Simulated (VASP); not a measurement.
# BPd4 (P3m1) in VASP: further runs

Runs on BPd4. Level: PBE. Tasks: single point, relaxation of cell and atoms.

Everything below comes from runs of VASP 6.6.1. Logs are shortened: lines on timing, memory, paths and dates and some standing lists are left out, and cuts for length are marked.

**1. The cell of the first run**

The structure is trigonal, space group P3m1 (No. 156). The conventional cell has a = 3.937 Å, b = 3.937 Å, c = 5.012 Å, α = 90.00°, β = 90.00°, γ = 120.00°. Within 2.5 Å of B (site symmetry 3m) lie 3 Pd at 1.90 Å. Within 2.5 Å of Pd (site symmetry m) lie 4 Pd at 1.89 to 2.05 Å and 1 B at 1.90 Å. Pd (site symmetry 3m) has 3 B at 2.63 Å and 12 Pd at 2.91 to 3.48 Å within 3.5 Å.

The cell was built from a structure type or drawn by symmetry, and may not be a known phase.

**2. Single point, PBE**

Input file INCAR:

```
SYSTEM = BPd4
  PREC = Accurate
  ENCUT = 520
  EDIFF = 1E-7
  ISMEAR = 0
  SIGMA = 0.1
  LREAL = .False.
  LASPH = .True.
  NELM = 80
  ALGO = Fast
  ISIF = 2
  LWAVE = .False.
  LCHARG = .True.
  GGA = PE
  LELF = .True.
  LVHAR = .True.
  NBANDS = 30
```

Input file KPOINTS:

```
Automatic mesh
0
Gamma
  6 6 4
  0 0 0
```

Input file POSCAR:

```
BPd4
1.0
    3.9370124800      0.0000000000      0.0000000000
   -1.9685062400      3.4095528200      0.0000000000
    0.0000000000      0.0000000000      5.0121224200
B Pd
1 4
Direct
    0.6666666700      0.3333333300      0.8955861600
    0.5066695600      0.4933304400      0.5859656400
    0.5066695600      0.0133391300      0.5859656400
    0.9866608700      0.4933304400      0.5859656400
    0.0000000000      0.0000000000      0.1588107500
```

Potentials or basis: VASP PAW PBE potentials, release 64 (B, Pd).

Command:

```console
$ cat potpaw_PBE.64/B/POTCAR potpaw_PBE.64/Pd/POTCAR > POTCAR
$ mpirun -np 1 vasp_std > vasp.out
```

OUTCAR:

```text
SYSTEM = BPd4
   PREC = Accurate
   ENCUT = 520
   EDIFF = 1E-7
   ISMEAR = 0
   LREAL = .False.
   LASPH = .True.
   NELM = 80
   ISIF = 2
   GGA = PE

 ion  position               nearest neighbor table
   1  0.667  0.333  0.896-   3 1.90   4 1.90   2 1.90   5 2.63   5 2.63   5 2.63
   2  0.507  0.493  0.586-   3 1.89   4 1.89   1 1.90   3 2.05   4 2.05   5 2.91   5 2.91   4 3.41
                             4 3.41   3 3.41   3 3.41
   3  0.507  0.013  0.586-   2 1.89   4 1.89   1 1.90   2 2.05   4 2.05   5 2.91   5 2.91   2 3.41
                             4 3.41   4 3.41   2 3.41
   4  0.987  0.493  0.586-   3 1.89   2 1.89   1 1.90   3 2.05   2 2.05   5 2.91   5 2.91   2 3.41
                             2 3.41   3 3.41   3 3.41
   5  0.000  0.000  0.159-   1 2.63   1 2.63   1 2.63   4 2.91   3 2.91   2 2.91   2 2.91   4 2.91
                             3 2.91

  LATTYP: Found a hexagonal cell.
 ALAT       =     3.9370124800
 C/A-ratio  =     1.2730776053

  Lattice vectors:

 A1 = (   3.9370124800,   0.0000000000,   0.0000000000)
 A2 = (  -1.9685062400,   3.4095528200,   0.0000000000)
 A3 = (   0.0000000000,   0.0000000000,   5.0121224200)

Analysis of symmetry for initial positions (statically):
=====================================================================
 Subroutine PRICEL returns:
 Original cell was already a primitive cell.

 Routine SETGRP: Setting up the symmetry group for a
 hexagonal supercell.

 Subroutine GETGRP returns: Found  6 space group operations
 (whereof  6 operations were pure point group operations)
 out of a pool of 24 trial point group operations.

The static configuration has the point symmetry C_3v.

Analysis of symmetry for dynamics (positions and initial velocities):
=====================================================================
 Subroutine PRICEL returns:
 Original cell was already a primitive cell.

 Routine SETGRP: Setting up the symmetry group for a
 hexagonal supercell.

 Subroutine GETGRP returns: Found  6 space group operations
 (whereof  6 operations were pure point group operations)
 out of a pool of 24 trial point group operations.

The dynamic configuration has the point symmetry C_3v.

 Subroutine INISYM returns: Found  6 space group operations
 (whereof  6 operations are pure point group operations),
 and found     1 'primitive' translations

----------------------------------------------------------------------------------------

                                     Primitive cell

  volume of cell :      67.2800

  direct lattice vectors                    reciprocal lattice vectors
     3.937012480  0.000000000  0.000000000     0.253999703  0.146646797  0.000000000
    -1.968506240  3.409552820  0.000000000     0.000000000  0.293293594  0.000000000
     0.000000000  0.000000000  5.012122420     0.000000000  0.000000000  0.199516276

  length of vectors
     3.937012480  3.937012478  5.012122420     0.293293594  0.293293594  0.199516276

  position of ions in fractional coordinates (direct lattice)
     0.666666670  0.333333330  0.895586160
     0.506669560  0.493330440  0.585965640
     0.506669560  0.013339130  0.585965640
     0.986660870  0.493330440  0.585965640
     0.000000000  0.000000000  0.158810750

  ion indices of the primitive-cell ions
   primitive index   ion index
                 1           1
                 2           2
                 3           3
                 4           4
                 5           5

----------------------------------------------------------------------------------------

 KPOINTS: Automatic mesh

Automatic generation of k-mesh.
 Grid dimensions read from file:
 generate k-points for:    6    6    4

 Generating k-lattice:

  Cartesian coordinates                     Fractional coordinates (reciprocal lattice)
     0.042333284  0.024441133  0.000000000     0.166666667  0.000000000  0.000000000
     0.000000000  0.048882266  0.000000000     0.000000000  0.166666667  0.000000000
     0.000000000  0.000000000  0.049879069     0.000000000  0.000000000  0.250000000

  Length of vectors
     0.048882266  0.048882266  0.049879069

  Shift w.r.t. Gamma in fractional coordinates (k-lattice)
     0.000000000  0.000000000  0.000000000

 Subroutine IBZKPT returns following result:
 ===========================================

 Found     24 irreducible k-points:

 Following reciprocal coordinates:
            Coordinates               Weight
  0.000000  0.000000  0.000000      1.000000
  0.166667  0.000000  0.000000      6.000000
  0.333333 -0.000000  0.000000      6.000000
  0.500000 -0.000000  0.000000      3.000000
  0.166667  0.166667  0.000000      6.000000
  0.333333  0.166667  0.000000     12.000000
[... 16 lines left out ...]
  0.333333  0.166667  0.500000     12.000000
  0.333333  0.333333  0.500000      2.000000
   k-points           NKPTS =     24   k-points in BZ     NKDIM =     24   number of bands    NBANDS=     30
   number of dos      NEDOS =    301   number of ions     NIONS =      5
   total plane-waves  NPLWV =  36000
   dimension x,y,z NGX =    30 NGY =   30 NGZ =   40
   dimension x,y,z NGXF=    60 NGYF=   60 NGZF=   80
   ions per type =               1   4
   NGX,Y,Z   is equivalent  to a cutoff of  12.67, 12.67, 13.27 a.u.
   NGXF,Y,Z  is equivalent  to a cutoff of  25.34, 25.34, 26.54 a.u.
 SYSTEM =  BPd4
   PREC   = accura    normal or accurate (medium, high low for compatibility)
   ISTART =      0    job   : 0-new  1-cont  2-samecut
   ICHARG =      2    charge: 1-file 2-atom 10-const
   ISPIN  =      1    spin polarized calculation?
   LNONCOLLINEAR =      F non collinear calculations
   LSORBIT =      F    spin-orbit coupling
   LASPH  =      T    aspherical Exc in radial PAW
   ENCUT  =  520.0 eV  38.22 Ry    6.18 a.u.   7.32  7.32  9.32*2*pi/ulx,y,z
   NELM   =     80;   NELMIN=  2; NELMDL= -5     # of ELM steps
   EDIFF  = 0.1E-06   stopping-criterion for ELM
   LREAL  =      F    real-space projection
   EDIFFG = 0.1E-05   stopping-criterion for IOM
   NSW    =      0    number of steps for IOM
   IBRION =     -1    ionic relax: 0-MD 1-quasi-New 2-CG
   NFREE  =      0    steps in history (QN), initial steepest desc. (CG)
   ISIF   =      2    stress and relaxation
   ISYM   =      2    0-nonsym 1-usesym 2-fastsym
   POTIM  = 0.5000    time-step for ionic-motion
   TEBEG  =    0.0;   TEEND  =   0.0 temperature during run
   PSTRESS=    0.0 pullay stress
   NELECT =      43.0000    total number of electrons
   NUPDOWN=      -1.0000    fix difference up-down
   EMIN   =  10.00;   EMAX   =-10.00  energy-range for DOS
   EFERMI =   0.00;   METHOD = LEGACY
   ISMEAR =     0;   SIGMA  =   0.10  broadening in eV -4-tet -1-fermi 0-gaus
   EFERMI_NEDOS =   21; number of points for ismear=-14 and -15
   IALGO  =     68    algorithm
   IMIX   =      4    mixing-type and parameters
     AMIX     =   0.40;   BMIX     =  1.00
     AMIX_MAG =   1.60;   BMIX_MAG =  1.00
  volume/ion in A,a.u.               =      13.46        90.81
  Fermi-wavevector in a.u.,A,eV,Ry     =   1.410162  2.664820 27.055960  1.988557
  Thomas-Fermi vector in A             =   2.532144
   LORBIT       =      0    0 simple, 1 ext, 2 COOP (PROOUT), +10 PAW based schemes
   GGA     = PE    functional components
   LHFCALC =     F    Hartree Fock is set to
   AEXX    =    0.0000 exact exchange contribution
   IVDW    =     0    specifies the selected vdW correction
   LEPSILON=     F    determine dielectric tensor
   LRPA    =     F    only Hartree local field effects (RPA)
 non-spin polarized calculation
 RMM-DIIS sequential band-by-band and
 Gauss-broadening in eV      SIGMA  =   0.10
  energy-cutoff  :      520.00
  volume of cell :       67.28
 maximum number of plane-waves:      1825
 NGX is ok and might be reduce to    30
   NGX = 15   NGY = 15   NGZ = 19

 number of electron      43.0000001 magnetization

 Free energy of the ion-electron system (eV)
  ---------------------------------------------------
  ext. energy  EPLUGINS =         0.00000000
  ---------------------------------------------------
  free energy    TOTEN  =        -1.78901773 eV

  energy without entropy =       -1.76752823  energy(sigma->0) =       -1.77827298

 E-fermi :  10.2376     XC(G=0): -12.4478

 val. band max:       10.2214397584   @ k =   0.5000  -0.0000   0.2500
 cond. band min:      10.2448819234   @ k =   0.0000   0.3333   0.2500
 fundamental gap:      0.0234421651
 Fermi energy:        10.2376359195

 k-point     1 :       0.0000    0.0000    0.0000
  band No.  band energies     occupation
      1      -3.8687      2.00000
      2      -2.2221      2.00000
      3      -0.3636      2.00000
      4      -0.3636      2.00000
      5       1.3079      2.00000
      6       1.6315      2.00000
[... 22 lines left out ...]
     29      18.3854      0.00000
     30      20.1216      0.00000

 k-point     2 :       0.1667    0.0000    0.0000
  band No.  band energies     occupation
      1      -3.3157      2.00000
      2      -1.9367      2.00000
      3      -0.2145      2.00000
      4       0.3092      2.00000
      5       1.5581      2.00000
      6       2.1227      2.00000
[... 22 lines left out ...]
     29      18.2530      0.00000
     30      20.0329      0.00000

 k-point     3 :       0.3333   -0.0000    0.0000
  band No.  band energies     occupation
      1      -2.0902      2.00000
      2      -1.2006      2.00000
      3       0.2371      2.00000
      4       2.0812      2.00000
      5       2.1898      2.00000
      6       2.6559      2.00000
[... 22 lines left out ...]
     29      18.8302      0.00000
     30      19.7482      0.00000

 k-point     4 :       0.5000   -0.0000    0.0000
  band No.  band energies     occupation
      1      -1.4770      2.00000
      2      -0.7455      2.00000
      3       1.0480      2.00000
      4       2.1908      2.00000
      5       3.2407      2.00000
      6       3.4771      2.00000
[... 616 lines left out ...]
     29      18.5242      0.00000
     30      21.3140      0.00000

 k-point    23 :       0.3333    0.1667    0.5000
  band No.  band energies     occupation
      1      -1.3659      2.00000
      2      -0.4328      2.00000
      3       0.8109      2.00000
      4       2.3406      2.00000
      5       2.8586      2.00000
      6       3.2627      2.00000
[... 22 lines left out ...]
     29      18.8716      0.00000
     30      21.7923      0.00000

 k-point    24 :       0.3333    0.3333    0.5000
  band No.  band energies     occupation
      1      -1.0072      2.00000
      2       0.9056      2.00000
      3       1.2032      2.00000
      4       2.2181      2.00000
      5       2.6855      2.00000
      6       2.7254      2.00000
[... 22 lines left out ...]
     29      18.7520      0.00000
     30      22.8586      0.00000

------------------------ aborting loop because EDIFF is reached ----------------------------------------

  FORCE on cell =-STRESS in cart. coord.  units (eV):
  Direction    XX          YY          ZZ          XY          YZ          ZX
  --------------------------------------------------------------------------------------
  -------------------------------------------------------------------------------------
  Total       97.6217285     97.6217284      8.8521583      0.0000000     -0.0000000      0.0000000
  in kB     2324.7228868   2324.7228832    210.8015847      0.0000000     -0.0000000      0.0000000
  external PRESSURE =    1620.0824516 kB  Pullay stress =       0.0000000 kB

 VOLUME and BASIS-vectors are now :
 -----------------------------------------------------------------------------
  energy-cutoff  :      520.00
  volume of cell :       67.28
      direct lattice vectors                 reciprocal lattice vectors
     3.937012480  0.000000000  0.000000000     0.253999703  0.146646797  0.000000000
    -1.968506240  3.409552820  0.000000000     0.000000000  0.293293594  0.000000000
     0.000000000  0.000000000  5.012122420     0.000000000  0.000000000  0.199516276

 POSITION                                       TOTAL-FORCE (eV/Angst)
 -----------------------------------------------------------------------------------
      1.96851      1.13652      4.48879        -0.000000      0.000000      8.053364
      1.02364      1.68204      2.93693       -14.420862      8.325889     -2.299398
      1.96851      0.04548      2.93693         0.000000    -16.651778     -2.299398
      2.91337      1.68204      2.93693        14.420862      8.325889     -2.299398
      0.00000      0.00000      0.79598        -0.000000      0.000000     -1.155169
 -----------------------------------------------------------------------------------
    total drift:                                0.000002     -0.000001     -0.000484

  FREE ENERGIE OF THE ION-ELECTRON SYSTEM (eV)
  ---------------------------------------------------
  free  energy   TOTEN  =        -1.7890177254 eV

  energy  without entropy=       -1.7675282269  energy(sigma->0) =       -1.77827298
```

Run time: 76 s. Hardware: 1 thread of Intel Xeon 6975P-C (Granite Rapids), shared host; peak memory 0.19 GiB.

What came out:

```yaml
Free_energy: -1.7890 eV
Pressure: 162.0 GPa
Largest_force: 16.810 eV/Å
Band_gap_on_the_k_mesh: zero (an odd number of electrons rules out a gap without spin polarisation)
```

Forces in eV/Å, atoms in the order of the input:
```
B     0.000   0.000   8.053
Pd  -14.421   8.326  -2.299
Pd    0.000 -16.652  -2.299
Pd   14.421   8.326  -2.299
Pd    0.000   0.000  -1.155
```

Levels at points of the mesh, in eV from the Fermi level:
```csv
k point,band 19,band 20,band 21,band 22,band 23,band 24
"(0.00, 0.00, 0.00)",-0.62,-0.06,-0.06,0.02,3.04,3.04
"(0.50, 0.00, 0.00)",-1.61,-1.34,-1.24,-0.22,0.99,2.74
"(0.00, 0.00, 0.50)",-0.62,-0.11,-0.11,2.06,4.03,4.03
"(0.50, 0.00, 0.50)",-1.64,-1.33,-0.65,-0.59,-0.20,0.33
```

Caveat: atoms lie so close that the PAW spheres overlap strongly, which falsifies energies and pressures; the cell stands under pressure; forces of over 1 eV/Å act on the atoms, so gaps and moduli don't describe the material at rest.

(Part 1 of 2 ends here.)
